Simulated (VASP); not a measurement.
The system is Tl.

```
Tl
1.0
     3.45600    0.00000    0.00000
    -1.72800    2.99298    0.00000
     0.00000    0.00000    5.52500
Tl
2
Cartesian
  0.0000 1.9953 1.3813
  1.7280 0.9977 4.1438
```

* Program: VASP 6.6.1
* Task: relaxation of cell and atoms
* Functional: PBE
* Dispersion: D3(BJ)
* Potentials or basis: VASP PAW PBE potentials, release 64 (Tl_d)
* Cutoff: 600 eV
* k mesh: 15 × 15 × 8
* Occupations: gaussian, width 0.1 eV
* Spin: no spin polarisation

At the start: pressure 1.2 GPa; volume 28.57 Å³/atom.

Task: How do energy, volume and symmetry change on relaxing?

Result: Over 13 steps the energy falls by 4.2 meV/atom and the volume is 29.60 Å³/atom (+3.6 %); space group P6_3/mmc (No. 194, to 0.1 Å) before and after.

Step by step:
| step | energy change (eV) | largest force (eV/Å) | pressure (GPa) | volume (Å³) |
| --- | --- | --- | --- | --- |
| 1 | 0.0000 | 0.0000 | 1.20 | 57.15 |
| 2 | -0.0072 | 0.0000 | 0.09 | 58.93 |
| 3 | -0.0073 | 0.0000 | -0.05 | 59.13 |
| 4 | -0.0073 | 0.0000 | 0.02 | 59.09 |
| 5 | -0.0076 | 0.0000 | 0.01 | 59.10 |
| 6 | -0.0079 | 0.0000 | 0.01 | 59.11 |
| 7 | -0.0083 | 0.0000 | 0.03 | 59.12 |
| 8 | -0.0079 | 0.0000 | 0.05 | 59.14 |
| 9 | -0.0083 | 0.0000 | 0.04 | 59.13 |
| 10 | -0.0083 | 0.0000 | 0.04 | 59.14 |
| 11 | -0.0083 | 0.0000 | 0.04 | 59.13 |
| 12 | -0.0083 | 0.0000 | -0.06 | 59.28 |
| 13 | -0.0084 | 0.0000 | 0.01 | 59.21 |

Final structure:
```
Tl
1.0
     3.53295    0.00000    0.00000
    -1.76647    3.05962    0.00000
     0.00000    0.00000    5.47723
Tl
2
Cartesian
  0.0000 2.0397 1.3693
  1.7665 1.0199 4.1079
```
